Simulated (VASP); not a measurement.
ScGaN: relaxation of cell and atoms with PBE

ScGaN:

```xyz
3
Lattice="3.8521 0.0000 0.0000 -1.9261 3.3360 0.0000 0.0000 0.0000 3.8560" Properties=species:S:1:pos:R:3 pbc="T T T"
Sc    0.0000    2.2240    1.9280
Ga    1.9261    1.1120    0.0000
N     0.0000    0.0000    1.9280
```

| Quantity | Value |
| --- | --- |
| Program | VASP 6.6.1 |
| Task | relaxation of cell and atoms |
| Functional | PBE |
| Potentials or basis | VASP PAW PBE potentials, release 64 (Sc_sv, Ga_d, N) |
| Cutoff | 600 eV |
| k mesh | 6 × 6 × 4 |
| Occupations | gaussian, width 0.1 eV |
| Spin | no spin polarisation |
| Dipole correction | no |
| Further INCAR settings | ALGO = Normal; EDIFF = 1e-07; IBRION = 2; EDIFFG = -0.04; NSW = 90; ISIF = 3 |

```yaml
Relaxed_volume: 17.79 Å³/atom
Relaxed_cell: a = 3.532 Å, b = 3.532 Å, c = 4.939 Å, α = 90.00°, β = 90.00°, γ = 120.00°
Space_group_after_relaxing_to_0.05_Å: P-6m2 (No. 187)
Energy_gained_by_relaxing: 258.3 meV/atom
Ionic_steps: 10
Pressure_after_relaxing: 0.1 GPa
```

Stress tensor (GPa, compression positive):
```
0.00 0.00 0.00
0.00 0.00 0.00
0.00 0.00 0.15
```

The path:
```tsv
step	energy change (eV)	largest force (eV/Å)	pressure (GPa)	volume (Å³)
1	0.0000	0.0000	-6.22	49.55
2	-0.4213	0.0000	7.35	44.88
3	-0.4210	0.0000	7.88	44.75
4	-0.6463	0.0000	4.43	47.79
5	-0.7565	0.0000	2.32	51.17
6	-0.6461	0.0000	0.74	57.54
7	-0.7692	0.0000	1.58	52.92
8	-0.7696	0.0000	1.65	52.71
9	-0.7665	0.0000	-1.83	54.23
10	-0.7750	0.0000	0.05	53.38
```

Final structure:
```yaml
crystal:
  lattice:
    - [3.53247, 0.00000, 0.00000]
    - [-1.76623, 3.05921, 0.00000]
    - [0.00000, 0.00000, 4.93919]
  atoms:
    - { symbol: Sc, position: [0.33333, 0.66667, 0.50000] }
    - { symbol: Ga, position: [0.66667, 0.33333, 0.00000] }
    - { symbol: N, position: [0.00000, 0.00000, 0.50000] }
```

Levels at points of the mesh, in eV from the Fermi level:
| k point | band 12 | band 13 | band 14 | band 15 | band 16 | band 17 |
| --- | --- | --- | --- | --- | --- | --- |
| (0.00, 0.00, 0.00) | -3.24 | -3.24 | -3.22 | 3.10 | 3.10 | 3.18 |
| (0.50, 0.00, 0.00) | -2.89 | -2.23 | -1.93 | -1.72 | 1.41 | 2.64 |
| (0.00, 0.00, 0.50) | -3.22 | -3.22 | -0.95 | -0.50 | 2.86 | 2.86 |
| (0.50, 0.00, 0.50) | -3.76 | -3.15 | -1.66 | 0.48 | 1.24 | 1.72 |

Wall time 3.5 min on 1 thread of Intel(R) Xeon(R) Platinum 8375C CPU @ 2.90GHz (Ice Lake), with other jobs on the host, peak memory 0.2 GiB.

Caveat: the k points lie up to 0.34 Å⁻¹ apart in the final cell.
